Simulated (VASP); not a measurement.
# C in VASP: a series of runs

Runs on C. Level: PBEsol. Tasks: single point.

Everything below comes from runs of VASP 6.6.1. Logs are shortened: lines on timing, memory, paths and dates and some standing lists are left out, and cuts for length are marked.

### 1 The cell of the first run

The cell holds a slab with vacuum, 2 atoms: a = 2.456 Å, b = 2.502 Å, c = 8.524 Å, α = 90.00°, β = 90.00°, γ = 119.39°.

### 2 Single point, PBEsol (strain +0.0250 x Voigt [0, 1, 0, 0, 0, 0])

INCAR

```
ALGO = Normal ; EDIFF = 1E-6
ENCUT = 520 ; GGA = PS
ISIF = 2 ; ISMEAR = 0
LASPH = T ; LCHARG = T
LELF = T ; LREAL = F
LVHAR = T ; LWAVE = F
NBANDS = 11 ; NELM = 60
PREC = Accurate ; SIGMA = 0.15
```

KPOINTS

```
k-points
0
Gamma
  24 24 6
```

POSCAR

```
C
1.0
    2.4561701622      0.0000000000      0.0000000000
   -1.2280850811      2.1802834004      0.0000000000
    0.0000000000      0.0000000000      8.5238033600
C
2
Direct
    0.3333333333      0.6666666667      0.0000000000
    0.6666666667      0.3333333333      0.0000000000
```

Potentials or basis: VASP PAW PBE potentials, release 64 (C).

Launch:

```
> cat potpaw_PBE.64/C/POTCAR > POTCAR
> mpirun -np 1 vasp_std > vasp.out
```

OUTCAR:

```text
EDIFF = 1E-6
   ENCUT = 520
   GGA = PS
   ISIF = 2
   ISMEAR = 0
   LASPH = T
   LREAL = F
   NELM = 60
   PREC = Accurate

 ion  position               nearest neighbor table
   1  0.333  0.667  0.000-   2 1.43   2 1.43   2 1.45
   2  0.667  0.333  0.000-   1 1.43   1 1.43   1 1.45

  LATTYP: Found a base centered orthorhombic cell.
 ALAT       =     2.4561701622
 B/A-ratio  =     1.7753520778
 C/A-ratio  =     3.4703635323

  Lattice vectors:

 A1 = (   1.2280850811,  -2.1802834004,   0.0000000000)
 A2 = (   1.2280850811,   2.1802834004,   0.0000000000)
 A3 = (   0.0000000000,   0.0000000000,   8.5238033600)

Analysis of symmetry for initial positions (statically):
=====================================================================
 Subroutine PRICEL returns:
 Original cell was already a primitive cell.

 Routine SETGRP: Setting up the symmetry group for a
 base centered orthorhombic supercell.

 Subroutine GETGRP returns: Found  8 space group operations
 (whereof  8 operations were pure point group operations)
 out of a pool of  8 trial point group operations.

The static configuration has the point symmetry D_2h.

Analysis of symmetry for dynamics (positions and initial velocities):
=====================================================================
 Subroutine PRICEL returns:
 Original cell was already a primitive cell.

 Routine SETGRP: Setting up the symmetry group for a
 base centered orthorhombic supercell.

 Subroutine GETGRP returns: Found  8 space group operations
 (whereof  8 operations were pure point group operations)
 out of a pool of  8 trial point group operations.

The dynamic configuration has the point symmetry D_2h.

 Subroutine INISYM returns: Found  8 space group operations
 (whereof  8 operations are pure point group operations),
 and found     1 'primitive' translations

----------------------------------------------------------------------------------------

                                     Primitive cell

  volume of cell :      45.6462

  direct lattice vectors                    reciprocal lattice vectors
     2.456170162  0.000000000  0.000000000     0.407137916  0.229327985  0.000000000
    -1.228085081  2.180283400  0.000000000     0.000000000  0.458655971  0.000000000
     0.000000000  0.000000000  8.523803360     0.000000000  0.000000000  0.117318521

  length of vectors
     2.456170162  2.502364616  8.523803360     0.467282149  0.458655971  0.117318521

  position of ions in fractional coordinates (direct lattice)
     0.333333333  0.666666667  0.000000000
     0.666666667  0.333333333  0.000000000

  ion indices of the primitive-cell ions
   primitive index   ion index
                 1           1
                 2           2

----------------------------------------------------------------------------------------

 KPOINTS: k-points

Automatic generation of k-mesh.
 Grid dimensions read from file:
 generate k-points for:   24   24    6

 Generating k-lattice:

  Cartesian coordinates                     Fractional coordinates (reciprocal lattice)
     0.016964080  0.009555333  0.000000000     0.041666667  0.000000000  0.000000000
     0.000000000  0.019110665  0.000000000     0.000000000  0.041666667  0.000000000
     0.000000000  0.000000000  0.019553087     0.000000000  0.000000000  0.166666667

  Length of vectors
     0.019470090  0.019110665  0.019553087

  Shift w.r.t. Gamma in fractional coordinates (k-lattice)
     0.000000000  0.000000000  0.000000000

 Subroutine IBZKPT returns following result:
 ===========================================

 Found    628 irreducible k-points:

 Following reciprocal coordinates:
            Coordinates               Weight
  0.000000  0.000000  0.000000      1.000000
  0.041667  0.000000  0.000000      4.000000
  0.083333  0.000000  0.000000      4.000000
  0.125000  0.000000  0.000000      4.000000
  0.166667  0.000000  0.000000      4.000000
  0.208333  0.000000  0.000000      4.000000
[... 16 lines left out ...]
  0.375000  0.041667  0.000000      4.000000
  0.416667  0.041667  0.000000      4.000000
 [... further k-points ...]
   k-points           NKPTS =    628   k-points in BZ     NKDIM =    628   number of bands    NBANDS=     11
   number of dos      NEDOS =    301   number of ions     NIONS =      2
   total plane-waves  NPLWV =  23040
   dimension x,y,z NGX =    18 NGY =   20 NGZ =   64
   dimension x,y,z NGXF=    36 NGYF=   40 NGZF=  128
   ions per type =               2
   NGX,Y,Z   is equivalent  to a cutoff of  12.18, 13.29, 12.48 a.u.
   NGXF,Y,Z  is equivalent  to a cutoff of  24.37, 26.57, 24.96 a.u.
 SYSTEM =  unknown system
   PREC   = accura    normal or accurate (medium, high low for compatibility)
   ISTART =      0    job   : 0-new  1-cont  2-samecut
   ICHARG =      2    charge: 1-file 2-atom 10-const
   ISPIN  =      1    spin polarized calculation?
   LNONCOLLINEAR =      F non collinear calculations
   LSORBIT =      F    spin-orbit coupling
   LASPH  =      T    aspherical Exc in radial PAW
   ENCUT  =  520.0 eV  38.22 Ry    6.18 a.u.   4.57  4.65 15.85*2*pi/ulx,y,z
   NELM   =     60;   NELMIN=  2; NELMDL= -5     # of ELM steps
   EDIFF  = 0.1E-05   stopping-criterion for ELM
   LREAL  =      F    real-space projection
   EDIFFG = 0.1E-04   stopping-criterion for IOM
   NSW    =      0    number of steps for IOM
   IBRION =     -1    ionic relax: 0-MD 1-quasi-New 2-CG
   NFREE  =      0    steps in history (QN), initial steepest desc. (CG)
   ISIF   =      2    stress and relaxation
   ISYM   =      2    0-nonsym 1-usesym 2-fastsym
   POTIM  = 0.5000    time-step for ionic-motion
   TEBEG  =    0.0;   TEEND  =   0.0 temperature during run
   PSTRESS=    0.0 pullay stress
   NELECT =       8.0000    total number of electrons
   NUPDOWN=      -1.0000    fix difference up-down
   EMIN   =  10.00;   EMAX   =-10.00  energy-range for DOS
   EFERMI =   0.00;   METHOD = LEGACY
   ISMEAR =     0;   SIGMA  =   0.15  broadening in eV -4-tet -1-fermi 0-gaus
   EFERMI_NEDOS =   21; number of points for ismear=-14 and -15
   IALGO  =     38    algorithm
   IMIX   =      4    mixing-type and parameters
     AMIX     =   0.40;   BMIX     =  1.00
     AMIX_MAG =   1.60;   BMIX_MAG =  1.00
  volume/ion in A,a.u.               =      22.82       154.02
  Fermi-wavevector in a.u.,A,eV,Ry     =   0.916157  1.731286 11.419963  0.839344
  Thomas-Fermi vector in A             =   2.040980
   LORBIT       =      0    0 simple, 1 ext, 2 COOP (PROOUT), +10 PAW based schemes
   GGA     = PS    functional components
   LHFCALC =     F    Hartree Fock is set to
   AEXX    =    0.0000 exact exchange contribution
   IVDW    =     0    specifies the selected vdW correction
   LEPSILON=     F    determine dielectric tensor
   LRPA    =     F    only Hartree local field effects (RPA)
 non-spin polarized calculation
 Gauss-broadening in eV      SIGMA  =   0.15
  energy-cutoff  :      520.00
  volume of cell :       45.65
 maximum number of plane-waves:      1251
   NGX =  9   NGY =  9   NGZ = 31

 number of electron       7.9999999 magnetization

 Free energy of the ion-electron system (eV)
  ---------------------------------------------------
  ext. energy  EPLUGINS =         0.00000000
  ---------------------------------------------------
  free energy    TOTEN  =       -19.25448650 eV

  energy without entropy =      -19.25428648  energy(sigma->0) =      -19.25438649

 E-fermi :  -0.8926     XC(G=0):  -4.9547

 val. band max:       -1.0483010056   @ k =   0.3333   0.3333   0.0000
 cond. band min:      -0.7369158284   @ k =   0.3333   0.3333   0.5000
 fundamental gap:      0.3113851772
 Fermi energy:        -0.8926058395

 k-point     1 :       0.0000    0.0000    0.0000
  band No.  band energies     occupation
      1     -20.1805      2.00000
      2      -8.3757      2.00000
      3      -3.9693      2.00000
      4      -3.8493      2.00000
      5       2.3145      0.00000
      6       4.6865      0.00000
      7       6.2404      0.00000
      8       6.8882      0.00000
      9       7.5044      0.00000
     10      10.2487      0.00000
     11      11.2223      0.00000

 k-point     2 :       0.0417    0.0000    0.0000
  band No.  band energies     occupation
      1     -20.1395      2.00000
      2      -8.3268      2.00000
      3      -4.0832      2.00000
      4      -3.9902      2.00000
      5       2.3701      0.00000
      6       4.7407      0.00000
      7       6.2923      0.00000
      8       7.0133      0.00000
      9       7.5583      0.00000
     10      10.1107      0.00000
     11      11.3092      0.00000

 k-point     3 :       0.0833    0.0000    0.0000
  band No.  band energies     occupation
      1     -20.0167      2.00000
      2      -8.1805      2.00000
      3      -4.5132      2.00000
      4      -4.2816      2.00000
      5       2.5369      0.00000
      6       4.9032      0.00000
      7       6.4475      0.00000
      8       7.2055      0.00000
      9       7.8641      0.00000
     10       9.7099      0.00000
     11      11.5767      0.00000

 k-point     4 :       0.1250    0.0000    0.0000
  band No.  band energies     occupation
      1     -19.8123      2.00000
      2      -7.9378      2.00000
      3      -5.2204      2.00000
      4      -4.6567      2.00000
      5       2.8149      0.00000
      6       5.1733      0.00000
      7       6.6973      0.00000
      8       7.2250      0.00000
      9       8.5874      0.00000
     10       9.0796      0.00000
     11      12.0273      0.00000

 k-point     5 :       0.1667    0.0000    0.0000
  band No.  band energies     occupation
      1     -19.5270      2.00000
      2      -7.6002      2.00000
      3      -6.1073      2.00000
      4      -5.0910      2.00000
      5       3.2039      0.00000
      6       5.5491      0.00000
      7       6.9339      0.00000
      8       7.2482      0.00000
      9       8.2624      0.00000
     10       9.5890      0.00000
     11      12.6349      0.00000
[... 211 lines left out ...]
 k-point    21 :       0.2917    0.0417    0.0000
  band No.  band energies     occupation
      1     -17.8890      2.00000
      2      -9.7725      2.00000
      3      -6.7120      2.00000
      4      -5.7091      2.00000
      5       4.5045      0.00000
      6       5.4543      0.00000
      7       6.5783      0.00000
      8       7.7343      0.00000
      9       9.3224      0.00000
     10      14.1202      0.00000
     11      14.9327      0.00000

 k-point    22 :       0.3333    0.0417    0.0000
  band No.  band energies     occupation
      1     -17.2581      2.00000
      2     -10.8504      2.00000
      3      -7.0170      2.00000
      4      -5.0159      2.00000
      5       3.3890      0.00000
      6       6.2659      0.00000
      7       6.4777      0.00000
      8       8.5639      0.00000
      9      10.1712      0.00000
     10      14.4913      0.00000
     11      14.7967      0.00000

 k-point    23 :       0.3750    0.0417    0.0000
  band No.  band energies     occupation
      1     -16.5591      2.00000
      2     -11.8976      2.00000
      3      -7.2496      2.00000
      4      -4.2935      2.00000
      5       2.3286      0.00000
      6       6.2508      0.00000
      7       7.3421      0.00000
      8       9.4785      0.00000
      9      11.1187      0.00000
     10      13.5693      0.00000
     11      14.4208      0.00000

 k-point    24 :       0.4167    0.0417    0.0000
  band No.  band energies     occupation
      1     -15.8045      2.00000
      2     -12.8912      2.00000
      3      -7.4049      2.00000
      4      -3.6121      2.00000
      5       1.4117      0.00000
      6       6.1577      0.00000
      7       8.4272      0.00000
      8      10.4553      0.00000
      9      12.1454      0.00000
     10      12.2870      0.00000
     11      13.7039      0.00000

 [... further k-points ...]

------------------------ aborting loop because EDIFF is reached ----------------------------------------

  FORCE on cell =-STRESS in cart. coord.  units (eV):
  Direction    XX          YY          ZZ          XY          YZ          ZX
  --------------------------------------------------------------------------------------
  -------------------------------------------------------------------------------------
  Total       -0.2039065     -2.5665440     -0.0095879      0.0000000      0.0000000      0.0000000
  in kB       -7.1570955    -90.0854117     -0.3365341      0.0000000      0.0000000      0.0000000
  external PRESSURE =     -32.5263471 kB  Pullay stress =       0.0000000 kB

 VOLUME and BASIS-vectors are now :
 -----------------------------------------------------------------------------
  energy-cutoff  :      520.00
  volume of cell :       45.65
      direct lattice vectors                 reciprocal lattice vectors
     2.456170162  0.000000000  0.000000000     0.407137916  0.229327985  0.000000000
    -1.228085081  2.180283400  0.000000000     0.000000000  0.458655971  0.000000000
     0.000000000  0.000000000  8.523803360     0.000000000  0.000000000  0.117318521

 POSITION                                       TOTAL-FORCE (eV/Angst)
 -----------------------------------------------------------------------------------
     -0.00000      1.45352      0.00000         0.000000      0.208523     -0.000000
      1.22809      0.72676      0.00000         0.000000     -0.208523      0.000000
 -----------------------------------------------------------------------------------
    total drift:                                0.000000     -0.000000      0.000000

  FREE ENERGIE OF THE ION-ELECTRON SYSTEM (eV)
  ---------------------------------------------------
  free  energy   TOTEN  =       -19.2544864962 eV

  energy  without entropy=      -19.2542864829  energy(sigma->0) =      -19.25438649
```

It took 1.9 min on 1 thread of Intel Xeon 6975P-C (Granite Rapids), shared host; peak memory 0.35 GiB.

Results:

```yaml
Free_energy: -19.2545 eV
Largest_force: 0.209 eV/Å
```

Forces in eV/Å, atoms in the order of the input:
```
C    0.000  0.209  0.000
C    0.000 -0.209  0.000
```

Caveat: the cell differs from its parent crystal (strain +0.0250 x Voigt [0, 1, 0, 0, 0, 0]); the PAW data sets were made with another functional, which shifts forces and pressure a little.

(Part 1 of 2 ends here.)
